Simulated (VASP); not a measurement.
# H4C in VASP: notebook, part 2 of 3

VASP 6.6.1.

### 3 Relaxation of the atoms, PBE+D3(BJ)

The input, INCAR:

```
SYSTEM = H4C
ALGO     = Normal         ! electronic algorithm
EDIFF    = 1E-6           ! SCF threshold, eV
EDIFFG   = -0.3           ! ionic threshold
ENCUT    = 520            ! plane-wave cutoff, eV
GGA      = PE             ! functional
IBRION   = 2              ! ionic algorithm
ISIF     = 2              ! what is computed and relaxed
ISMEAR   = -1             ! smearing method
IVDW     = 12             ! dispersion correction
LASPH    = .TRUE.         ! aspherical terms in the spheres
LCHARG   = .FALSE.        ! write CHGCAR
LREAL    = Auto         
LWAVE    = .FALSE.        ! write WAVECAR
NELM     = 100            ! most SCF steps
NSW      = 35             ! ionic steps
PREC     = Accurate       ! precision mode
SIGMA    = 0.05           ! smearing width, eV
```

The input, KPOINTS:

```
k-points
0
G
  1 1 1
  0 0 0
```

The input, POSCAR:

```
H4C
1.0
    7.6834750000      0.0000000000      0.0000000000
    0.0000000000      7.6834750000      0.0000000000
    0.0000000000      0.0000000000      7.6834750000
C H
8 32
Direct
    0.7114165000      0.6131369000      0.9940758000
    0.0402390000      0.4913175000      0.7980213000
    0.3428640000      0.3226921000      0.1169066000
    0.4356083000      0.9311675000      0.2044489000
    0.5357814000      0.1374933000      0.6144133000
    0.8667046000      0.7953507000      0.5814648000
    0.8991873000      0.0819763000      0.9722011000
    0.1594424000      0.3104945000      0.4540990000
    0.7035462000      0.4723685000      1.0094064000
    0.5905343000      0.6723801000      1.0386898000
    0.7318961000      0.6447269000      0.8573449000
    0.8196896000      0.6630718000      1.0708621000
   -0.0462999000      0.6024846000      0.8143179000
    0.0586182000      0.4269862000      0.9230668000
    0.1656076000      0.5358093000      0.7488698000
   -0.0169699000      0.3999898000      0.7058309000
    0.4027609000      0.3884872000      0.2273424000
    0.2563753000      0.2206071000      0.1639283000
    0.4438965000      0.2653119000      0.0355885000
    0.2684233000      0.4163622000      0.0407673000
    0.3786208000      0.9780067000      0.3255736000
    0.5767882000      0.9429292000      0.2109740000
    0.3866788000      1.0085619000      0.0961498000
    0.4003454000      0.7951720000      0.1850982000
    0.6027739000      0.1131922000      0.4917995000
    0.4841072000      0.2695630000      0.6146825000
    0.6269690000      0.1221897000      0.7219461000
    0.4292754000      0.0450283000      0.6292251000
    0.9594392000      0.8662525000      0.6619999000
    0.7816657000      0.7178450000      0.6643741000
    0.9368701000      0.7098806000      0.4926709000
    0.7888432000      0.8874245000      0.5068143000
    0.9215772000     -0.0074193000      1.0799963000
    0.7930358000      0.0333314000      0.8917137000
    1.0170269000      0.0921263000      0.8939483000
    0.8651094000      0.2098669000      1.0231460000
    0.2070873000      0.4236390000      0.5250988000
    0.0314149000      0.2743251000      0.5032258000
    0.2492581000      0.2022056000      0.4719694000
    0.1500091000      0.3418081000      0.3161021000
```

Potentials or basis: VASP PAW PBE potentials, release 64 (C, H).

Command:

```
> cat potpaw_PBE.64/C/POTCAR potpaw_PBE.64/H/POTCAR > POTCAR
> mpirun -np 1 vasp_gam > vasp.out
```

OUTCAR:

```text
SYSTEM = H4C
   EDIFF = 1E-6
   EDIFFG = -0.3
   ENCUT = 520
   GGA = PE
   IBRION = 2
   ISIF = 2
   ISMEAR = -1
   IVDW = 12
   LASPH = .TRUE.
   LREAL = Auto
   NELM = 100
   NSW = 35
   PREC = Accurate
 IVDW          = 12

 ion  position               nearest neighbor table
   1  0.711  0.613  0.994-  10 1.09  11 1.09  12 1.09   9 1.09
   2  0.040  0.491  0.798-  15 1.09  16 1.09  13 1.09  14 1.09
   3  0.343  0.323  0.117-  18 1.09  19 1.09  20 1.09  17 1.09
   4  0.436  0.931  0.204-  22 1.09  21 1.09  23 1.09  24 1.09
   5  0.536  0.137  0.614-  27 1.09  25 1.09  28 1.09  26 1.09
   6  0.867  0.795  0.581-  29 1.09  32 1.09  31 1.09  30 1.09
   7  0.899  0.082  0.972-  33 1.09  34 1.09  36 1.09  35 1.09
   8  0.159  0.310  0.454-  40 1.09  37 1.09  39 1.09  38 1.09
   9  0.704  0.472  0.009-   1 1.09
  10  0.591  0.672  0.039-   1 1.09
  11  0.732  0.645  0.857-   1 1.09
  12  0.820  0.663  0.071-   1 1.09
  13  0.954  0.602  0.814-   2 1.09
[... 502 lines left out ...]
------------------------ aborting loop because EDIFF is reached ----------------------------------------
[... 151 lines left out ...]
--------------------------------------- Ionic step       20  -------------------------------------------

 number of electron      63.9999999 magnetization

 Free energy of the ion-electron system (eV)
  ---------------------------------------------------
  ext. energy  EPLUGINS =         0.00000000
  ---------------------------------------------------
  free energy    TOTEN  =      -191.67205832 eV

  energy without entropy =     -191.67205832  energy(sigma->0) =     -191.67205832

 E-fermi :  -4.9343     XC(G=0):  -5.8139

 val. band max:       -6.1299924462   @ k =   0.0000   0.0000   0.0000
 cond. band min:       0.8019262091   @ k =   0.0000   0.0000   0.0000
 fundamental gap:      6.9319186553
 Fermi energy:        -4.9342988426

 k-point     1 :       0.0000    0.0000    0.0000
  band No.  band energies     occupation
      1     -15.2055      2.00000
      2     -14.8495      2.00000
      3     -14.8123      2.00000
      4     -14.7860      2.00000
      5     -14.7169      2.00000
      6     -14.5763      2.00000
[... 36 lines left out ...]
     43       4.2171      0.00000
     44       4.4733      0.00000
 [bands above 44 left out]

------------------------ aborting loop because EDIFF is reached ----------------------------------------

 Edisp (eV)   -1.19097

 E8    (eV) :    -0.2508
[... 63 lines left out ...]
  FREE ENERGIE OF THE ION-ELECTRON SYSTEM (eV)
  ---------------------------------------------------
  free  energy   TOTEN  =      -192.8630251857 eV

  energy  without entropy=     -192.8630251856  energy(sigma->0) =     -192.86302519

 reached required accuracy - stopping structural energy minimisation
```

OSZICAR:

```text
N       E                     dE             d eps       ncg     rms          rms(c)
DAV:   1     0.380844887464E+03    0.38084E+03   -0.28966E+04   106   0.103E+03
DAV:   2    -0.155159783902E+03   -0.53600E+03   -0.50350E+03   143   0.221E+02
DAV:   3    -0.214650209931E+03   -0.59490E+02   -0.59182E+02   140   0.795E+01
[... 181 lines left out ...]
DAV:   3    -0.191672013013E+03    0.97095E-03   -0.65689E-03   140   0.397E-01    0.741E-02
DAV:   4    -0.191672089460E+03   -0.76448E-04   -0.19370E-03   116   0.188E-01    0.634E-02
DAV:   5    -0.191672062832E+03    0.26629E-04   -0.17964E-04   132   0.504E-02    0.182E-02
DAV:   6    -0.191672058157E+03    0.46749E-05   -0.53178E-05   124   0.309E-02    0.534E-03
DAV:   7    -0.191672058321E+03   -0.16449E-06   -0.54833E-06   124   0.969E-03
  20 F= -.19286303E+03 E0= -.19286303E+03  d E =-.138533E-01
```

Wall time 8.5 min (1 thread of Intel Xeon Platinum 8488C (Sapphire Rapids), shared host); peak memory 0.5 GiB.

Results:

```
Free energy                  : -192.8630 eV
Energy gained by relaxing    : 20.6 meV/atom
Ionic steps                  : 20
Pressure after relaxing      : 0.7 GPa
Largest force after relaxing : 0.175 eV/Å
Band gap on the k mesh       : 6.93 eV
Dispersion energy per atom   : -0.030 eV
```

Forces on the atoms (eV/Å):
```
C    0.092 -0.011 -0.110
C   -0.060  0.072  0.026
C   -0.048 -0.071  0.047
C   -0.045  0.026  0.024
C    0.018  0.046  0.001
C   -0.011 -0.037 -0.013
C   -0.001 -0.016  0.026
C    0.027 -0.020 -0.093
H    0.092  0.054  0.025
H    0.034 -0.089  0.039
H    0.033  0.011 -0.052
H   -0.042 -0.003  0.015
H    0.015  0.122  0.051
H   -0.024  0.042 -0.049
H   -0.050 -0.051  0.046
H    0.019  0.084  0.092
H    0.047 -0.070 -0.033
H   -0.023  0.049 -0.035
H   -0.059  0.003  0.046
H    0.154 -0.015  0.049
H   -0.024  0.047 -0.004
H   -0.051 -0.027  0.047
H   -0.025 -0.038  0.001
H   -0.045  0.024  0.113
H    0.001  0.030 -0.035
H   -0.029  0.046  0.022
H    0.032  0.021  0.025
H   -0.037 -0.027  0.019
H    0.019  0.015 -0.065
H   -0.055 -0.024 -0.006
H    0.025  0.039 -0.022
H    0.056  0.015 -0.068
H    0.043 -0.037  0.078
H   -0.038 -0.067  0.010
H    0.063  0.008 -0.015
H   -0.002  0.022  0.053
H   -0.044 -0.149 -0.080
H    0.089 -0.031 -0.051
H   -0.083  0.034 -0.015
H   -0.062 -0.029 -0.111
```

The path:
```
step  energy change (eV)  largest force (eV/Å)  pressure (GPa)
   1              0.0000                0.5177            1.92
   2             -0.0332                1.0381            1.52
   3             -0.0414                0.6330            1.63
   4             -0.0844                0.3891            1.44
   5             -0.1424                0.4105            0.87
   6             -0.1935                0.3370            0.97
   7             -0.2758                0.4835            1.33
   8             -0.3353                0.3854            1.41
   9             -0.3558                0.9625            1.50
  10             -0.3859                0.9624            1.49
  11             -0.4661                0.9650            1.43
  12             -0.5825                0.9818            1.29
  13             -0.6346                1.1117            0.83
  14             -0.6729                1.3436            0.55
  15             -0.6970                0.4299            0.65
  16             -0.7449                0.3133            0.71
  17             -0.7854                0.4405            0.83
  18             -0.8118                0.4174            0.76
  19             -0.8118                0.4015            0.76
  20             -0.8256                0.1751            0.67
```

Final structure:
```
C H
1.0
     7.68347    0.00000    0.00000
     0.00000    7.68347    0.00000
     0.00000    0.00000    7.68347
C H
8 32
Direct
  0.68801 0.60888 0.01538
  0.05164 0.49873 0.82171
  0.37610 0.33599 0.08255
  0.43377 0.90836 0.20822
  0.54256 0.14343 0.62359
  0.86745 0.80849 0.55113
  0.90441 0.07697 0.98298
  0.12859 0.30275 0.45122
  0.69172 0.46709 0.02522
  0.56828 0.65784 0.07283
  0.69024 0.64556 0.87788
  0.80080 0.66605 0.08131
  0.98899 0.62440 0.84043
  0.05916 0.43033 0.94612
  0.18261 0.51884 0.76888
  0.97408 0.42187 0.73040
  0.43550 0.37270 0.20692
  0.28346 0.23026 0.10478
  0.47638 0.29263 0.99086
  0.30721 0.44788 0.02811
  0.37071 0.97233 0.31857
  0.57518 0.92511 0.21691
  0.38829 0.96645 0.08637
  0.40164 0.76977 0.20933
  0.60546 0.12375 0.49749
  0.48820 0.27484 0.62993
  0.63837 0.12626 0.72712
  0.43807 0.04789 0.63954
  0.95371 0.87166 0.64544
  0.76816 0.73519 0.62218
  0.94199 0.71812 0.46983
  0.80323 0.90679 0.47075
  0.93229 0.98856 0.09094
  0.79798 0.02370 0.90522
  0.01984 0.09105 0.90084
  0.86694 0.20460 0.03338
  0.19304 0.41062 0.51883
  0.01292 0.26224 0.52435
  0.21944 0.19354 0.43883
  0.08979 0.34661 0.32178
```

Caveat: the k points lie up to 0.82 Å⁻¹ apart; the relaxation stopped at a loose force limit of 0.3 eV/Å, so its end isn't a converged minimum.

[end of part 2 of 3]
